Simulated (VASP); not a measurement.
# Zr3Si2 (P4/mbm) in VASP: a series of runs, part 2 of 2

VASP 6.6.1. The steps go on from the part before.

### 5 Single point, PBEsol (strain +0.080 along x and y, +0.080 along z)

The input, INCAR:

```
SYSTEM = Zr3Si2
ALGO = Fast
EDIFF = 1E-6
ENCUT = 520
GGA = PS
ISIF = 2
ISMEAR = 0
LASPH = .TRUE.
LCHARG = .FALSE.
LREAL = .FALSE.
LWAVE = .FALSE.
NBANDS = 55
NELM = 60
PREC = Accurate
SIGMA = 0.15
```

The input, KPOINTS:

```
k-points
0
G
  6 6 12
  0 0 0
```

The input, POSCAR:

```
Zr3Si2
1.0
    7.6308240533      0.0000000000      0.0000000000
    0.0000000000      7.6308240533      0.0000000000
    0.0000000000      0.0000000000      3.9360499880
Zr Si
6 4
Direct
    0.1744786434      0.6744786434      0.5000000000
    0.8255213566      0.3255213566      0.5000000000
    0.3255213566      0.1744786434      0.5000000000
    0.6744786434      0.8255213566      0.5000000000
    0.0000000000      0.0000000000      0.0000000000
    0.5000000000      0.5000000000      0.0000000000
    0.6223900186      0.1223900186      0.0000000000
    0.3776099814      0.8776099814      0.0000000000
    0.8776099814      0.6223900186      0.0000000000
    0.1223900186      0.3776099814      0.0000000000
```

Potentials or basis: VASP PAW PBE potentials, release 64 (Zr_sv, Si).

Started as:

```bash
$ cat potpaw_PBE.64/Zr_sv/POTCAR potpaw_PBE.64/Si/POTCAR > POTCAR
$ mpirun -np 1 vasp_std > vasp.out
```

OUTCAR:

```text
SYSTEM = Zr3Si2
   EDIFF = 1E-6
   ENCUT = 520
   GGA = PS
   ISIF = 2
   ISMEAR = 0
   LASPH = .TRUE.
   LREAL = .FALSE.
   NELM = 60
   PREC = Accurate

 ion  position               nearest neighbor table
   1  0.174  0.674  0.500-   8 2.95   8 2.95  10 3.03   9 3.03   9 3.03  10 3.03   6 3.44   6 3.44
                             5 3.44   5 3.44   2 3.77
   2  0.826  0.326  0.500-   7 2.95   7 2.95  10 3.03   9 3.03   9 3.03  10 3.03   6 3.44   6 3.44
                             5 3.44   5 3.44   1 3.77
   3  0.326  0.174  0.500-  10 2.95  10 2.95   7 3.03   7 3.03   8 3.03   8 3.03   6 3.44   6 3.44
                             5 3.44   5 3.44   4 3.77
   4  0.674  0.826  0.500-   9 2.95   9 2.95   7 3.03   7 3.03   8 3.03   8 3.03   6 3.44   6 3.44
                             5 3.44   5 3.44   3 3.77
   5  0.000  0.000  0.000-   7 3.03   8 3.03   9 3.03  10 3.03   1 3.44   2 3.44   3 3.44   4 3.44
                             1 3.44   2 3.44   3 3.44   4 3.44
   6  0.500  0.500  0.000-   7 3.03   8 3.03   9 3.03  10 3.03   1 3.44   2 3.44   3 3.44   4 3.44
                             1 3.44   2 3.44   3 3.44   4 3.44
   7  0.622  0.122  0.000-   8 2.64   2 2.95   2 2.95   3 3.03   4 3.03   3 3.03   4 3.03   5 3.03
                             6 3.03
   8  0.378  0.878  0.000-   7 2.64   1 2.95   1 2.95   3 3.03   4 3.03   3 3.03   4 3.03   5 3.03
                             6 3.03
   9  0.878  0.622  0.000-  10 2.64   4 2.95   4 2.95   2 3.03   1 3.03   2 3.03   1 3.03   5 3.03
                             6 3.03
  10  0.122  0.378  0.000-   9 2.64   3 2.95   3 2.95   2 3.03   1 3.03   2 3.03   1 3.03   5 3.03
                             6 3.03

  LATTYP: Found a simple tetragonal cell.
 ALAT       =     7.6308240533
 C/A-ratio  =     0.5158092967

  Lattice vectors:

 A1 = (   7.6308240533,   0.0000000000,   0.0000000000)
 A2 = (   0.0000000000,   7.6308240533,   0.0000000000)
 A3 = (   0.0000000000,   0.0000000000,   3.9360499880)

Analysis of symmetry for initial positions (statically):
=====================================================================
 Subroutine PRICEL returns:
 Original cell was already a primitive cell.

 Routine SETGRP: Setting up the symmetry group for a
[... 171 lines left out ...]
 Gauss-broadening in eV      SIGMA  =   0.15
  energy-cutoff  :      520.00
  volume of cell :      229.19
 maximum number of plane-waves:      6204
 NGX is ok and might be reduce to    60
   NGX = 29   NGY = 29   NGZ = 15

 number of electron      87.9999999 magnetization

 Free energy of the ion-electron system (eV)
  ---------------------------------------------------
  ext. energy  EPLUGINS =         0.00000000
  ---------------------------------------------------
  free energy    TOTEN  =       -83.46298341 eV

  energy without entropy =      -83.35390520  energy(sigma->0) =      -83.40844431

 E-fermi :   7.2232     XC(G=0): -10.5620

 val. band max:        7.2192385051   @ k =   0.3333   0.3333   0.2500
 cond. band min:       7.2250374446   @ k =   0.3333   0.3333   0.0000
 fundamental gap:      0.0057989395
 Fermi energy:         7.2232284165

 k-point     1 :       0.0000    0.0000    0.0000
  band No.  band energies     occupation
      1     -41.7909      2.00000
      2     -41.7812      2.00000
      3     -41.7809      2.00000
      4     -41.7809      2.00000
      5     -41.6283      2.00000
      6     -41.6238      2.00000
[... 1381 lines left out ...]
     54       9.5156      0.00000
     55       9.5541      0.00000

 [... further k-points ...]

------------------------ aborting loop because EDIFF is reached ----------------------------------------

  FORCE on cell =-STRESS in cart. coord.  units (eV):
  Direction    XX          YY          ZZ          XY          YZ          ZX
  --------------------------------------------------------------------------------------
  -------------------------------------------------------------------------------------
  Total      -30.7521375    -30.7521375    -26.9312304      0.0000000      0.0000000      0.0000000
  in kB     -214.9722512   -214.9722512   -188.2622705      0.0000000      0.0000000      0.0000000
  external PRESSURE =    -206.0689243 kB  Pullay stress =       0.0000000 kB

 VOLUME and BASIS-vectors are now :
 -----------------------------------------------------------------------------
  energy-cutoff  :      520.00
  volume of cell :      229.19
      direct lattice vectors                 reciprocal lattice vectors
     7.630824053  0.000000000  0.000000000     0.131047446  0.000000000  0.000000000
     0.000000000  7.630824053  0.000000000     0.000000000  0.131047446  0.000000000
     0.000000000  0.000000000  3.936049988     0.000000000  0.000000000  0.254061814

 POSITION                                       TOTAL-FORCE (eV/Angst)
 -----------------------------------------------------------------------------------
      1.33142      5.14683      1.96802        -0.098711     -0.098711     -0.000000
      6.29941      2.48400      1.96802         0.098711      0.098711     -0.000000
      2.48400      1.33142      1.96802         0.098711     -0.098711      0.000000
      5.14683      6.29941      1.96802        -0.098711      0.098711     -0.000000
      0.00000      0.00000      0.00000        -0.000000      0.000000     -0.000000
      3.81541      3.81541      0.00000        -0.000000      0.000000     -0.000000
      4.74935      0.93394      0.00000         0.064583      0.064583     -0.000000
      2.88148      6.69689      0.00000        -0.064583     -0.064583      0.000000
      6.69689      4.74935      0.00000        -0.064583      0.064583     -0.000000
      0.93394      2.88148      0.00000         0.064583     -0.064583      0.000000
 -----------------------------------------------------------------------------------
    total drift:                                0.000000     -0.000000      0.000000

  FREE ENERGIE OF THE ION-ELECTRON SYSTEM (eV)
  ---------------------------------------------------
  free  energy   TOTEN  =       -83.4629834109 eV

  energy  without entropy=      -83.3539052019  energy(sigma->0) =      -83.40844431
```

stdout:

```text
POSCAR found type information on POSCAR ZrSi
 POSCAR found :  2 types and      10 ions
 scaLAPACK will be used
 -----------------------------------------------------------------------------
|                                                                             |
|                                                                             |
[... 58 lines left out ...]
WARNING in EDDRMM: call to ZHEGV failed, returncode =   8  4      8
WARNING in EDDRMM: call to ZHEGV failed, returncode =   8  4      9
WARNING in EDDRMM: call to ZHEGV failed, returncode =   8  4     15
WARNING in EDDRMM: call to ZHEGV failed, returncode =   8  4     47
WARNING in EDDRMM: call to ZHEGV failed, returncode =   8  4     40
WARNING in EDDRMM: call to ZHEGV failed, returncode =   6  3     34
WARNING in EDDRMM: call to ZHEGV failed, returncode =   6  3     31
WARNING in EDDRMM: call to ZHEGV failed, returncode =   6  3     42
```

Run time: 14 min. Hardware: 1 thread of Intel Xeon 6975P-C (Granite Rapids), shared host; peak memory 0.74 GiB.

What came out:

- Free energy: -83.4630 eV
- Pressure: -20.6 GPa
- Largest force: 0.140 eV/Å
- Band gap on the k mesh: zero (bands 44 and 45 overlap by 0.94 eV)

Forces on the atoms (eV/Å):
```
Zr  -0.099 -0.099  0.000
Zr   0.099  0.099  0.000
Zr   0.099 -0.099  0.000
Zr  -0.099  0.099  0.000
Zr   0.000  0.000  0.000
Zr   0.000  0.000  0.000
Si   0.065  0.065  0.000
Si  -0.065 -0.065  0.000
Si  -0.065  0.065  0.000
Si   0.065 -0.065  0.000
```

Levels at points of the mesh, in eV from the Fermi level:
```csv
k point,band 42,band 43,band 44,band 45,band 46,band 47
"(0.00, 0.00, 0.00)",-0.30,-0.16,-0.12,0.70,0.86,1.02
"(0.50, 0.00, 0.00)",-0.27,0.37,0.37,0.67,0.67,1.16
"(0.50, 0.50, 0.00)",-0.26,-0.09,-0.09,0.12,0.12,1.06
"(0.00, 0.00, 0.50)",-0.08,0.04,0.04,0.33,0.40,0.53
"(0.50, 0.00, 0.50)",-0.76,-0.37,-0.37,-0.03,-0.03,1.45
"(0.50, 0.50, 0.50)",-0.75,-0.50,-0.50,-0.49,-0.49,1.43
```

Caveat: the cell differs from its parent crystal (strain +0.080 along x and y, +0.080 along z); the cell stands under tension; the PAW data sets were made with another functional, which shifts forces and pressure a little.

### 6 Summary

| cell | further INCAR settings | gap on the mesh (eV) | pressure (GPa) | largest force (eV/Å) |
| --- | --- | --- | --- | --- |
| a = 7.631, b = 7.631, c = 3.353 Å, 10 atoms | ALGO = Fast; EDIFF = 1e-06; NBANDS = 55 | none | -8.8 | 0.17 |
| a = 7.066, b = 7.066, c = 3.936 Å, 10 atoms | ALGO = Fast; EDIFF = 1e-06; NBANDS = 55 | none | -8.4 | 0.09 |
| a = 7.631, b = 7.631, c = 3.644 Å, 10 atoms | ALGO = Fast; EDIFF = 1e-07; NBANDS = 55 | none | -16.3 | 0.13 |
| a = 7.631, b = 7.631, c = 3.936 Å, 10 atoms | ALGO = Fast; EDIFF = 1e-06; NBANDS = 55 | none | -20.6 | 0.14 |

Alike in all rows: task single point; level PBEsol; potentials or basis VASP PAW PBE potentials, release 64 (Zr_sv, Si); no spin polarisation; k mesh 6 × 6 × 12; cutoff (eV) 520; smearing gaussian 0.15 eV.

Caveats: the PAW data sets were made with another functional, which shifts forces and pressure a little; the stress differs along the axes, from -15 to 3 GPa (at least some runs); the stress differs along the axes, from -14 to -6 GPa (at least some runs); the stress differs along the axes, from -19 to -10 GPa (at least some runs); the cell stands under tension (at least some runs).

Total energies depend on the potentials used, so only differences within one code and one set of settings carry meaning.

The gap in the log of VASP goes by the Fermi energy; the results here count the filled bands.